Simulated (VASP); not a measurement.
# PbS in VASP: a series of runs, part 3 of 3

VASP 6.6.1. Earlier steps stand in the parts before.

**6. Electric field gradients, LDA**

File INCAR:

```
ALGO = Normal ; EDIFF = 1E-8
ENCUT = 520 ; GGA = CA
ISIF = 2 ; ISMEAR = -1
LASPH = True ; LCHARG = False
LEFG = True ; LREAL = False
LWAVE = False ; NBANDS = 17
NELM = 100 ; PREC = Accurate
SIGMA = 0.01
```

File KPOINTS:

```
k-points
0
Gamma
  7 7 7
```

File POSCAR:

```
PbS
1.0
    0.0000000000      2.9650000000      2.9650000000
    2.9650000000      0.0000000000      2.9650000000
    2.9650000000      2.9650000000      0.0000000000
Pb S
1 1
Direct
    0.0000000000      0.0000000000      0.0000000000
    0.5000000000      0.5000000000      0.5000000000
```

Potentials or basis: VASP PAW LDA potentials, release 64 (Pb_d, S).

Launch:

```bash
> cat potpaw_LDA.64/Pb_d/POTCAR potpaw_LDA.64/S/POTCAR > POTCAR
> mpirun -np 1 vasp_std > vasp.out
```

OUTCAR:

```text
EDIFF = 1E-8
   ENCUT = 520
   GGA = CA
   ISIF = 2
   ISMEAR = -1
   LASPH = True
   LREAL = False
   NELM = 100
   PREC = Accurate

 ion  position               nearest neighbor table
   1  0.000  0.000  0.000-   2 2.96   2 2.96   2 2.96   2 2.96   2 2.96   2 2.96
   2  0.500  0.500  0.500-   1 2.96   1 2.96   1 2.96   1 2.96   1 2.96   1 2.96

  LATTYP: Found a face centered cubic cell.
 ALAT       =     5.9300000000

  Lattice vectors:

 A1 = (   0.0000000000,   2.9650000000,   2.9650000000)
 A2 = (   2.9650000000,   0.0000000000,   2.9650000000)
 A3 = (   2.9650000000,   2.9650000000,   0.0000000000)

Analysis of symmetry for initial positions (statically):
=====================================================================
 Subroutine PRICEL returns:
 Original cell was already a primitive cell.

 Routine SETGRP: Setting up the symmetry group for a
 face centered cubic supercell.

 Subroutine GETGRP returns: Found 48 space group operations
 (whereof 48 operations were pure point group operations)
 out of a pool of 48 trial point group operations.

The static configuration has the point symmetry O_h .

Analysis of symmetry for dynamics (positions and initial velocities):
=====================================================================
 Subroutine PRICEL returns:
 Original cell was already a primitive cell.

 Routine SETGRP: Setting up the symmetry group for a
 face centered cubic supercell.

 Subroutine GETGRP returns: Found 48 space group operations
 (whereof 48 operations were pure point group operations)
 out of a pool of 48 trial point group operations.
[... 151 lines left out ...]
  band No.  band energies     occupation
      1     -11.1725      2.00000
      2     -11.1725      2.00000
      3     -11.1725      2.00000
      4     -11.1636      2.00000
      5     -11.1636      2.00000
      6      -7.9740      2.00000
[... 377 lines left out ...]
      4     -11.1455      2.00000
      5     -11.1130      2.00000
      6      -6.2396      2.00000
[... 9 lines left out ...]
     16      17.2961      0.00000
     17      17.9080      0.00000

------------------------ aborting loop because EDIFF is reached ----------------------------------------

  FORCE on cell =-STRESS in cart. coord.  units (eV):
  Direction    XX          YY          ZZ          XY          YZ          ZX
  --------------------------------------------------------------------------------------
  -------------------------------------------------------------------------------------
  Total       -0.8338309     -0.8338309     -0.8338309     -0.0000000      0.0000000      0.0000000
  in kB      -25.6262158    -25.6262158    -25.6262158     -0.0000000      0.0000000      0.0000000
  external PRESSURE =     -25.6262158 kB  Pullay stress =       0.0000000 kB

 VOLUME and BASIS-vectors are now :
 -----------------------------------------------------------------------------
  energy-cutoff  :      520.00
  volume of cell :       52.13
      direct lattice vectors                 reciprocal lattice vectors
     0.000000000  2.965000000  2.965000000    -0.168634064  0.168634064  0.168634064
     2.965000000  0.000000000  2.965000000     0.168634064 -0.168634064  0.168634064
     2.965000000  2.965000000  0.000000000     0.168634064  0.168634064 -0.168634064

 POSITION                                       TOTAL-FORCE (eV/Angst)
 -----------------------------------------------------------------------------------
      0.00000      0.00000      0.00000        -0.000000      0.000000     -0.000000
      2.96500      2.96500      2.96500         0.000000     -0.000000      0.000000
 -----------------------------------------------------------------------------------
    total drift:                                0.000000     -0.000000     -0.000000

  FREE ENERGIE OF THE ION-ELECTRON SYSTEM (eV)
  ---------------------------------------------------
  free  energy   TOTEN  =        -9.9852401930 eV

  energy  without entropy=       -9.9852401930  energy(sigma->0) =       -9.98524019

 Electric field gradients (V/A^2)
---------------------------------------------------------------------
 ion       V_xx      V_yy      V_zz      V_xy      V_xz      V_yz
---------------------------------------------------------------------
   1      -0.000    -0.000    -0.000    -0.001    -0.001    -0.001
   2       0.000     0.000    -0.000    -0.000    -0.000    -0.000
---------------------------------------------------------------------

 Electric field gradients after diagonalization (V/A^2)
 (convention: |V_zz| > |V_xx| > |V_yy|)
----------------------------------------------------------------------
 ion       V_xx      V_yy      V_zz     asymmetry (V_yy - V_xx)/ V_zz
----------------------------------------------------------------------
   1       0.001     0.001    -0.002       0.000
   2       0.000     0.000    -0.001       0.000
----------------------------------------------------------------------

           NMR quadrupolar parameters

 Cq : quadrupolar parameter    Cq=e*Q*V_zz/h
 eta: asymmetry parameters     (V_yy - V_xx)/ V_zz
 Q  : nuclear electric quadrupole moment in mb (millibarn)
----------------------------------------------------------------------
 ion       Cq(MHz)       eta       Q (mb)
----------------------------------------------------------------------
   1      -0.000       0.000       1.000
   2      -0.000       0.000       1.000
----------------------------------------------------------------------
```

Wall time 15 s (1 thread of Intel Xeon 8259CL, shared host); peak memory 0.16 GiB.

What came out:

```
Free energy : -9.9852 eV
Pressure    : -2.6 GPa
```

Caveat: without QUAD_EFG the Cq values of the log hold for a quadrupole moment of 1 mb, not for the nuclei.

**7. The runs side by side**

| cell | pressure (GPa) |
| --- | --- |
| a = 4.214 Å, angles 59.3°, 2 atoms | -2.6 |
| a = 4.108 Å, angles 60.0°, 2 atoms | 1.2 |
| a = 4.136 Å, angles 60.0°, 2 atoms | -0.2 |
| a = 4.193 Å, angles 60.0°, 2 atoms | -2.6 |

Alike in all rows: task electric field gradients; level LDA; potentials or basis VASP PAW LDA potentials, release 64 (Pb_d, S); no spin polarisation; k mesh 7 × 7 × 7; cutoff (eV) 520; smearing fermi-dirac 0.01 eV.

Total energies depend on the potentials used, so only differences within one code and one set of settings carry meaning.
